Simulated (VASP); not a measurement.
# Cu (Cmcm) in VASP: a series of runs

Runs on Cu. Level: PBE. Tasks: single point.

Program: VASP 6.6.1. These are calculated values, not measurements. Logs are shortened: lines on timing, memory, paths and dates and some standing lists are left out, and cuts for length are marked.

### 1 The cell of the first run

It takes space group Cmcm (No. 63, orthorhombic). Conventional cell: a = 2.412 Å, b = 8.170 Å, c = 2.548 Å, α = 90.00°, β = 90.00°, γ = 90.00°. Within 3.2 Å of Cu (site symmetry m2m) lie 10 Cu at 2.41 to 2.58 Å.

### 2 Single point, PBE (12.55 Å³/atom)

INCAR

```
PREC     = Accurate       # precision mode
ENCUT    = 520            # plane-wave cutoff, eV
EDIFF    = 1E-7           # SCF threshold, eV
ISMEAR   = 0              # smearing method
SIGMA    = 0.15           # smearing width, eV
LREAL    = False          # projectors in reciprocal space
LASPH    = True           # aspherical terms in the spheres
NELM     = 100            # most SCF steps
ALGO     = Fast           # electronic algorithm
ISIF     = 2              # what is computed and relaxed
LWAVE    = False          # write WAVECAR
LCHARG   = False          # write CHGCAR
GGA      = PE             # functional
NBANDS   = 18             # bands
```

KPOINTS

```
Automatic mesh
0
Gamma
  20 20 20
```

POSCAR

```
Cu
1.0
    1.2059725292     -4.0851178391      0.0000000000
    1.2059725292      4.0851178391      0.0000000000
    0.0000000000      0.0000000000      2.5480383416
Cu
2
Direct
    0.1340351705      0.8659648295      0.2500000000
    0.8659648295      0.1340351705      0.7500000000
```

Potentials or basis: VASP PAW PBE potentials, release 64 (Cu).

Command:

```console
cat potpaw_PBE.64/Cu/POTCAR > POTCAR
mpirun -np 1 vasp_std > vasp.out
```

OUTCAR:

```text
PREC = Accurate
   ENCUT = 520
   EDIFF = 1E-7
   ISMEAR = 0
   LREAL = False
   LASPH = True
   NELM = 100
   ISIF = 2
   GGA = PE

 ion  position               nearest neighbor table
   1  0.134  0.866  0.250-   2 2.53   2 2.53   2 2.58   2 2.58   2 2.58   2 2.58
   2  0.866  0.134  0.750-   1 2.53   1 2.53   1 2.58   1 2.58   1 2.58   1 2.58

  LATTYP: Found a base centered orthorhombic cell.
 ALAT       =     2.4119450584
 B/A-ratio  =     3.3874053846
 C/A-ratio  =     1.0564247028

  Lattice vectors:

 A1 = (   1.2059725292,  -4.0851178391,   0.0000000000)
 A2 = (   1.2059725292,   4.0851178391,   0.0000000000)
 A3 = (   0.0000000000,   0.0000000000,   2.5480383416)

Analysis of symmetry for initial positions (statically):
=====================================================================
 Subroutine PRICEL returns:
 Original cell was already a primitive cell.

 Routine SETGRP: Setting up the symmetry group for a
 base centered orthorhombic supercell.

 Subroutine GETGRP returns: Found  8 space group operations
 (whereof  4 operations were pure point group operations)
 out of a pool of  8 trial point group operations.

The static configuration has the point symmetry C_2h.
 The point group associated with its full space group is D_2h.

Analysis of symmetry for dynamics (positions and initial velocities):
=====================================================================
 Subroutine PRICEL returns:
 Original cell was already a primitive cell.

 Routine SETGRP: Setting up the symmetry group for a
 base centered orthorhombic supercell.

 Subroutine GETGRP returns: Found  8 space group operations
 (whereof  4 operations were pure point group operations)
 out of a pool of  8 trial point group operations.

The dynamic configuration has the point symmetry C_2h.
 The point group associated with its full space group is D_2h.

 Subroutine INISYM returns: Found  8 space group operations
 (whereof  4 operations are pure point group operations),
 and found     1 'primitive' translations

----------------------------------------------------------------------------------------

                                     Primitive cell

  volume of cell :      25.1060

  direct lattice vectors                    reciprocal lattice vectors
     1.205972529 -4.085117839  0.000000000     0.414603142 -0.122395490  0.000000000
     1.205972529  4.085117839  0.000000000     0.414603142  0.122395490  0.000000000
     0.000000000  0.000000000  2.548038342     0.000000000  0.000000000  0.392458773

  length of vectors
     4.259408116  4.259408116  2.548038342     0.432292056  0.432292056  0.392458773

  position of ions in fractional coordinates (direct lattice)
     0.134035170  0.865964830  0.250000000
     0.865964830  0.134035170  0.750000000

  ion indices of the primitive-cell ions
   primitive index   ion index
                 1           1
                 2           2

----------------------------------------------------------------------------------------

 KPOINTS: Automatic mesh

Automatic generation of k-mesh.
 Grid dimensions read from file:
 generate k-points for:   20   20   20

 Generating k-lattice:

  Cartesian coordinates                     Fractional coordinates (reciprocal lattice)
     0.020730157 -0.006119775  0.000000000     0.050000000  0.000000000  0.000000000
     0.020730157  0.006119775  0.000000000     0.000000000  0.050000000  0.000000000
     0.000000000  0.000000000  0.019622939     0.000000000  0.000000000  0.050000000

  Length of vectors
     0.021614603  0.021614603  0.019622939

  Shift w.r.t. Gamma in fractional coordinates (k-lattice)
     0.000000000  0.000000000  0.000000000

 Subroutine IBZKPT returns following result:
 ===========================================

 Found   1221 irreducible k-points:

 Following reciprocal coordinates:
            Coordinates               Weight
  0.000000  0.000000  0.000000      1.000000
  0.050000  0.000000  0.000000      4.000000
  0.100000  0.000000  0.000000      4.000000
  0.150000  0.000000  0.000000      4.000000
  0.200000  0.000000  0.000000      4.000000
  0.250000  0.000000  0.000000      4.000000
[... 16 lines left out ...]
 -0.400000  0.050000  0.000000      4.000000
 -0.350000  0.050000  0.000000      4.000000
 [... further k-points ...]
   k-points           NKPTS =   1221   k-points in BZ     NKDIM =   1221   number of bands    NBANDS=     18
   number of dos      NEDOS =    301   number of ions     NIONS =      2
   total plane-waves  NPLWV =  20480
   dimension x,y,z NGX =    32 NGY =   32 NGZ =   20
   dimension x,y,z NGXF=    64 NGYF=   64 NGZF=   40
   ions per type =               2
   NGX,Y,Z   is equivalent  to a cutoff of  12.49, 12.49, 13.05 a.u.
   NGXF,Y,Z  is equivalent  to a cutoff of  24.98, 24.98, 26.10 a.u.
 SYSTEM =  unknown system
   PREC   = accura    normal or accurate (medium, high low for compatibility)
   ISTART =      0    job   : 0-new  1-cont  2-samecut
   ICHARG =      2    charge: 1-file 2-atom 10-const
   ISPIN  =      1    spin polarized calculation?
   LNONCOLLINEAR =      F non collinear calculations
   LSORBIT =      F    spin-orbit coupling
   LASPH  =      T    aspherical Exc in radial PAW
   ENCUT  =  520.0 eV  38.22 Ry    6.18 a.u.   7.92  7.92  4.74*2*pi/ulx,y,z
   NELM   =    100;   NELMIN=  2; NELMDL= -5     # of ELM steps
   EDIFF  = 0.1E-06   stopping-criterion for ELM
   LREAL  =      F    real-space projection
   EDIFFG = 0.1E-05   stopping-criterion for IOM
   NSW    =      0    number of steps for IOM
   IBRION =     -1    ionic relax: 0-MD 1-quasi-New 2-CG
   NFREE  =      0    steps in history (QN), initial steepest desc. (CG)
   ISIF   =      2    stress and relaxation
   ISYM   =      2    0-nonsym 1-usesym 2-fastsym
   POTIM  = 0.5000    time-step for ionic-motion
   TEBEG  =    0.0;   TEEND  =   0.0 temperature during run
   PSTRESS=    0.0 pullay stress
   NELECT =      22.0000    total number of electrons
   NUPDOWN=      -1.0000    fix difference up-down
   EMIN   =  10.00;   EMAX   =-10.00  energy-range for DOS
   EFERMI =   0.00;   METHOD = LEGACY
   ISMEAR =     0;   SIGMA  =   0.15  broadening in eV -4-tet -1-fermi 0-gaus
   EFERMI_NEDOS =   21; number of points for ismear=-14 and -15
   IALGO  =     68    algorithm
   IMIX   =      4    mixing-type and parameters
     AMIX     =   0.40;   BMIX     =  1.00
     AMIX_MAG =   1.60;   BMIX_MAG =  1.00
  volume/ion in A,a.u.               =      12.55        84.71
  Fermi-wavevector in a.u.,A,eV,Ry     =   1.566594  2.960433 33.391638  2.454216
  Thomas-Fermi vector in A             =   2.668899
   LORBIT       =      0    0 simple, 1 ext, 2 COOP (PROOUT), +10 PAW based schemes
   GGA     = PE    functional components
   LHFCALC =     F    Hartree Fock is set to
   AEXX    =    0.0000 exact exchange contribution
   IVDW    =     0    specifies the selected vdW correction
   LEPSILON=     F    determine dielectric tensor
   LRPA    =     F    only Hartree local field effects (RPA)
 non-spin polarized calculation
 RMM-DIIS sequential band-by-band and
 Gauss-broadening in eV      SIGMA  =   0.15
  energy-cutoff  :      520.00
  volume of cell :       25.11
 maximum number of plane-waves:       695
   NGX = 15   NGY = 15   NGZ =  9

 number of electron      21.9999975 magnetization

 Free energy of the ion-electron system (eV)
  ---------------------------------------------------
  ext. energy  EPLUGINS =         0.00000000
  ---------------------------------------------------
  free energy    TOTEN  =        -7.16079174 eV

  energy without entropy =       -7.15352663  energy(sigma->0) =       -7.15715919

 E-fermi :   6.8176     XC(G=0): -12.3408

 val. band max:        6.8172592140   @ k =  -0.3500   0.2500   0.2500
 cond. band min:       6.8216781956   @ k =   0.3000   0.0500   0.4000
 fundamental gap:      0.0044189816
 Fermi energy:         6.8176239601

 k-point     1 :       0.0000    0.0000    0.0000
  band No.  band energies     occupation
      1      -2.0509      2.00000
      2       2.1445      2.00000
      3       2.7862      2.00000
      4       3.2244      2.00000
      5       3.9400      2.00000
      6       4.2308      2.00000
[... 10 lines left out ...]
     17      26.8104      0.00000
     18      28.8572      0.00000

 k-point     2 :       0.0500    0.0000    0.0000
  band No.  band energies     occupation
      1      -1.9771      2.00000
      2       2.1768      2.00000
      3       2.8141      2.00000
      4       3.2520      2.00000
      5       3.9487      2.00000
      6       4.2287      2.00000
[... 10 lines left out ...]
     17      25.9777      0.00000
     18      29.0495      0.00000

 k-point     3 :       0.1000    0.0000    0.0000
  band No.  band energies     occupation
      1      -1.7573      2.00000
      2       2.2671      2.00000
      3       2.8972      2.00000
      4       3.3334      2.00000
      5       3.9738      2.00000
      6       4.2169      2.00000
[... 10 lines left out ...]
     17      26.0406      0.00000
     18      29.2632      0.00000

 k-point     4 :       0.1500    0.0000    0.0000
  band No.  band energies     occupation
      1      -1.3972      2.00000
      2       2.3967      2.00000
      3       3.0308      2.00000
      4       3.4607      2.00000
      5       4.0122      2.00000
      6       4.0844      2.00000
[... 375 lines left out ...]
      4       3.8785      2.00000
      5       4.0704      2.00000
      6       4.1775      2.00000
[... 10 lines left out ...]
     17      26.4226      0.00000
     18      27.9000      0.00000

 k-point    23 :      -0.4000    0.0500    0.0000
  band No.  band energies     occupation
      1       1.1744      2.00000
      2       2.6111      2.00000
      3       3.3081      2.00000
      4       3.6866      2.00000
      5       4.0351      2.00000
      6       4.1822      2.00000
[... 10 lines left out ...]
     17      25.5417      0.00000
     18      27.5145      0.00000

 k-point    24 :      -0.3500    0.0500    0.0000
  band No.  band energies     occupation
      1       0.4980      2.00000
      2       2.6581      2.00000
      3       3.3076      2.00000
      4       3.4985      2.00000
      5       4.0292      2.00000
      6       4.1699      2.00000
[... 10 lines left out ...]
     17      26.8857      0.00000
     18      27.8121      0.00000

 [... further k-points ...]

------------------------ aborting loop because EDIFF is reached ----------------------------------------

  FORCE on cell =-STRESS in cart. coord.  units (eV):
  Direction    XX          YY          ZZ          XY          YZ          ZX
  --------------------------------------------------------------------------------------
  -------------------------------------------------------------------------------------
  Total        1.1106359     -0.3458156     -0.4192927      0.0000000      0.0000000      0.0000000
  in kB       70.8768388    -22.0687228    -26.7577674      0.0000000      0.0000000      0.0000000
  external PRESSURE =       7.3501162 kB  Pullay stress =       0.0000000 kB

 VOLUME and BASIS-vectors are now :
 -----------------------------------------------------------------------------
  energy-cutoff  :      520.00
  volume of cell :       25.11
      direct lattice vectors                 reciprocal lattice vectors
     1.205972529 -4.085117839  0.000000000     0.414603142 -0.122395490  0.000000000
     1.205972529  4.085117839  0.000000000     0.414603142  0.122395490  0.000000000
     0.000000000  0.000000000  2.548038342     0.000000000  0.000000000  0.392458773

 POSITION                                       TOTAL-FORCE (eV/Angst)
 -----------------------------------------------------------------------------------
      1.20597      2.99002      0.63701         0.000000      0.082845      0.000000
      1.20597     -2.99002      1.91103         0.000000     -0.082845     -0.000000
 -----------------------------------------------------------------------------------
    total drift:                               -0.000000     -0.000000      0.000000

  FREE ENERGIE OF THE ION-ELECTRON SYSTEM (eV)
  ---------------------------------------------------
  free  energy   TOTEN  =        -7.1607917393 eV

  energy  without entropy=       -7.1535266313  energy(sigma->0) =       -7.15715919
```

It took 20 min on 1 thread of Intel Xeon 8259CL, shared host; peak memory 0.54 GiB.

What came out:

```yaml
Free_energy: -7.1608 eV
Pressure: 0.7 GPa
Largest_force: 0.083 eV/Å
Band_gap_on_the_k_mesh: zero (bands 11 and 12 overlap by 5.66 eV)
```

Forces on the atoms (eV/Å):
```
Cu   0.000  0.083  0.000
Cu   0.000 -0.083  0.000
```

Stress tensor (GPa, compression positive):
```
 7.09  0.00  0.00
 0.00 -2.21  0.00
 0.00  0.00 -2.68
```

Caveat: the stress differs along the axes, from -3 to 7 GPa.

### 3 Single point, PBE (12.55 Å³/atom)

INCAR

```
SYSTEM = Cu
ALGO = Fast ; EDIFF = 1E-7
ENCUT = 520 ; GGA = PE
ISIF = 2 ; ISMEAR = 0
LASPH = .True. ; LCHARG = .True.
LELF = .True. ; LREAL = .False.
LVHAR = .True. ; LWAVE = .False.
NBANDS = 18 ; NELM = 100
PREC = Accurate ; SIGMA = 0.15
```

KPOINTS

```
k-points
0
Gamma
  20 20 20
  0 0 0
```

POSCAR

```
Cu
1.0
    1.2721887780     -3.9773839425      0.0000000000
    1.2721887780      3.9773839425      0.0000000000
    0.0000000000      0.0000000000      2.4808407454
Cu
2
Direct
    0.1340351705      0.8659648295      0.2500000000
    0.8659648295      0.1340351705      0.7500000000
```

Potentials or basis: VASP PAW PBE potentials, release 64 (Cu).

Command:

```console
cat potpaw_PBE.64/Cu/POTCAR > POTCAR
mpirun -np 1 vasp_std > vasp.out
```

OUTCAR:

```text
SYSTEM = Cu
   EDIFF = 1E-7
   ENCUT = 520
   GGA = PE
   ISIF = 2
   ISMEAR = 0
   LASPH = .True.
   LREAL = .False.
   NELM = 100
   PREC = Accurate

 ion  position               nearest neighbor table
   1  0.134  0.866  0.250-   2 2.47   2 2.47   2 2.56   2 2.56   2 2.56   2 2.56
   2  0.866  0.134  0.750-   1 2.47   1 2.47   1 2.56   1 2.56   1 2.56   1 2.56

  LATTYP: Found a base centered orthorhombic cell.
 ALAT       =     2.5443775560
 B/A-ratio  =     3.1264101769
 C/A-ratio  =     0.9750285446

[... 697 lines left out ...]

  FORCE on cell =-STRESS in cart. coord.  units (eV):
  Direction    XX          YY          ZZ          XY          YZ          ZX
  --------------------------------------------------------------------------------------
  -------------------------------------------------------------------------------------
  Total       -0.6729412      0.5545713      0.7716982      0.0000000     -0.0000000      0.0000000
  in kB      -42.9447196     35.3907672     49.2470357      0.0000000     -0.0000000      0.0000000
  external PRESSURE =      13.8976944 kB  Pullay stress =       0.0000000 kB

 VOLUME and BASIS-vectors are now :
 -----------------------------------------------------------------------------
  energy-cutoff  :      520.00
  volume of cell :       25.11
      direct lattice vectors                 reciprocal lattice vectors
     1.272188778 -3.977383942  0.000000000     0.393023432 -0.125710771  0.000000000
     1.272188778  3.977383942  0.000000000     0.393023432  0.125710771  0.000000000
     0.000000000  0.000000000  2.480840745     0.000000000  0.000000000  0.403089155

 POSITION                                       TOTAL-FORCE (eV/Angst)
 -----------------------------------------------------------------------------------
      1.27219      2.91117      0.62021         0.000000     -0.104565      0.000000
      1.27219     -2.91117      1.86063         0.000000      0.104565     -0.000000
 -----------------------------------------------------------------------------------
    total drift:                               -0.000000     -0.000000      0.000000

  FREE ENERGIE OF THE ION-ELECTRON SYSTEM (eV)
  ---------------------------------------------------
  free  energy   TOTEN  =        -7.1613831617 eV

  energy  without entropy=       -7.1547943843  energy(sigma->0) =       -7.15808877
```

stdout:

```text
POSCAR found type information on POSCAR Cu
 POSCAR found :  1 types and       2 ions
 scaLAPACK will be used
[... 23 lines left out ...]
 num prob  num prob  num prob  num prob  num prob  num prob  num prob  num prob  num prob  num prob  num prob  num prob  num prob  num prob  num prob  num prob WARNING in EDDRMM: call to ZHEGV failed, returncode =   6  3     18
 num prob  num prob  num prob  num prob  num prob  num prob WARNING in EDDRMM: call to ZHEGV failed, returncode =   6  3     18
 num prob  num prob  num prob  num prob  num prob  num prob WARNING in EDDRMM: call to ZHEGV failed, returncode =   8  4     17
 num prob  num prob  num prob  num prob  num prob  num prob  num prob  num prob  num prob  num prob  num prob  num prob  num prob  num prob  num prob  num prob  num prob  num prob  num prob RMM:  16    -0.716138316169E+01   -0.23892E-08   -0.56830E-07 38481   0.985E-03
```

It took 8.6 min on 1 thread of Intel Xeon 8259CL, shared host; peak memory 0.54 GiB.

What came out:

* Free energy: -7.1614 eV
* Pressure: 1.4 GPa
* Largest force: 0.105 eV/Å
* Band gap on the k mesh: zero (bands 11 and 12 overlap by 5.42 eV)

Forces in eV/Å, atoms in the order of the input:
```
Cu   0.000 -0.105  0.000
Cu   0.000  0.105  0.000
```

Stress tensor (GPa, compression positive):
```
-4.29  0.00  0.00
 0.00  3.54  0.00
 0.00  0.00  4.92
```

Levels at points of the mesh, in eV from the Fermi level:
```
           k point  band 9  band 10  band 11  band 12  band 13  band 14
(0.00, 0.00, 0.00)   -1.83    -1.69    -1.40     0.28     4.90    15.00
(0.50, 0.00, 0.00)   -2.00    -1.59    -0.65     0.87     2.28     6.42
(0.50, 0.50, 0.00)   -2.17    -1.93    -1.59    -1.51    13.78    13.85
(0.00, 0.00, 0.50)   -1.70    -1.70     0.09     0.09     8.39     8.39
(0.50, 0.00, 0.50)   -1.31    -1.31     3.50     3.50     7.19     7.19
(0.50, 0.50, 0.50)   -1.49    -1.49    -0.66    -0.66     3.76     3.76
```

Caveat: the stress differs along the axes, from -4 to 5 GPa.

[end of part 1 of 2]

The gap in the log of VASP goes by the Fermi energy; the results here count the filled bands.